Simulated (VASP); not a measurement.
## InGa2P3: single point with PBE

The system is InGa2P3.

```
In Ga P
1.0
    -1.99426    1.99426    8.53460
     1.99426   -1.99426    8.53460
     1.99426    1.99426   -8.53460
In Ga P
1 2 3
Direct
  0.00000 0.00000 0.00000
  0.67087 0.67087 0.00000
  0.32913 0.32913 0.00000
  0.90741 0.40741 0.50000
  0.25000 0.75000 0.50000
  0.59259 0.09259 0.50000
```

- Program: VASP 6.6.1
- Task: single point
- Functional: PBE
- Potentials or basis: VASP PAW PBE potentials, release 64 (In_d, Ga_d, P)
- Cutoff: 520 eV
- k mesh: 6 × 6 × 6
- Occupations: gaussian, width 0.1 eV
- Spin: no spin polarisation

```
Pressure               : 0.0 GPa
Largest force          : 0.005 eV/Å
Band gap on the k mesh : 0.98 eV, direct
```

Forces in eV/Å, atoms in the order of the input:
```
In   0.000  0.000  0.000
Ga   0.000  0.000  0.004
Ga   0.000  0.000 -0.004
P    0.000  0.000 -0.005
P    0.000  0.000  0.000
P    0.000  0.000  0.005
```

Stress tensor (GPa, compression positive):
```
 0.05  0.00  0.00
 0.00  0.05  0.00
 0.00  0.00 -0.11
```

Levels at points of the mesh, in eV from the valence-band top:
| k point | band 25 | band 26 | band 27 | band 28 | band 29 | band 30 |
| --- | --- | --- | --- | --- | --- | --- |
| (0.00, 0.00, 0.00) | -0.14 | 0.00 | 0.00 | 0.98 | 1.76 | 1.83 |
| (0.50, 0.00, 0.00) | -1.31 | -1.08 | -0.64 | 1.36 | 2.43 | 2.98 |
| (0.50, 0.50, 0.00) | -2.99 | -2.48 | -2.46 | 1.69 | 1.92 | 3.27 |
| (0.50, 0.50, 0.50) | -1.12 | -0.67 | -0.67 | 1.63 | 1.78 | 2.69 |

Run time: 9.7 min on 1 thread of Intel(R) Xeon(R) 6975P-C (Granite Rapids), with other jobs on the host, peak memory 0.75 GiB.

Caveat: spin-orbit coupling is left out, which moves the levels of the heavy elements. A k mesh can miss the band edges.
